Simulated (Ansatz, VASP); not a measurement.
# One calculation of PbSe, two programs

File INCAR:

```
SYSTEM = PbSe
PREC = Accurate
ENCUT = 520
EDIFF = 1E-6
ISMEAR = -1
SIGMA = 0.08
LREAL = .FALSE.
LASPH = .TRUE.
NELM = 60
ALGO = Normal
ISIF = 2
LWAVE = .FALSE.
LCHARG = .TRUE.
GGA = PE
LELF = .TRUE.
LVHAR = .TRUE.
NBANDS = 17
```

The input KPOINTS:

```
regular mesh
0
G
  11 11 11
  0 0 0
```

POSCAR

```
PbSe
1.0
   -0.0345035924      3.4503592439      3.4503592439
    3.4503592439     -0.0345035924      3.4503592439
    3.4158556514      3.4158556514      0.0000000000
Pb Se
1 1
Direct
    0.0000000000      0.0000000000      0.0000000000
    0.2500000000      0.2500000000      0.2500000000
```

Input for Ansatz:

```yaml
crystal:
  lattice:
    - [-0.0345035924, 3.4503592439, 3.4503592439]
    - [3.4503592439, -0.0345035924, 3.4503592439]
    - [3.4158556514, 3.4158556514, 0.0]
  atoms:
    - { symbol: Pb, position: [0.0, 0.0, 0.0] }
    - { symbol: Se, position: [0.25, 0.25, 0.25] }
kpoints:
  mp_grid: { grid: [11, 11, 11] }
scf:
  occupations: { method: fermi_dirac, width: 0.08 }
hamiltonian:
  xc: pbe
  pseudopotentials: { kind: all_electron, lapw: { basis_error: 0.00025 } }
output:
  forces: true
  stress: true
  eigenvalues: true
```

Change from the starting cell: xy shear strain of -2 %.

Alike in both runs: task single point; functional PBE; k mesh 11 × 11 × 11; occupations fermi-dirac, width 0.08 eV; no spin polarisation.

|  | VASP | Ansatz |
| --- | --- | --- |
| version | VASP 6.6.1 | Ansatz 0.2.0 |
| potentials or method | VASP PAW PBE potentials, release 64 (Pb_d, Se), cutoff 520 eV | all-electron LAPW, scalar-relativistic |

|  | VASP | Ansatz | Ansatz less VASP |
| --- | --- | --- | --- |
| pressure (GPa) | 0.0 | 0.0 | +0.02 |
| traceless stress, the component that is largest in VASP (GPa) | 0.09 | 0.09 | -0.004 |
| rms of the force components (eV/Å) | 0.043 | 0.042 | -0.0006 |

Atom by atom the forces differ by 0.001 eV/Å (rms over components). Ansatz ran all-electron here, and VASP with PAW potentials.

Spin-orbit coupling is off throughout.
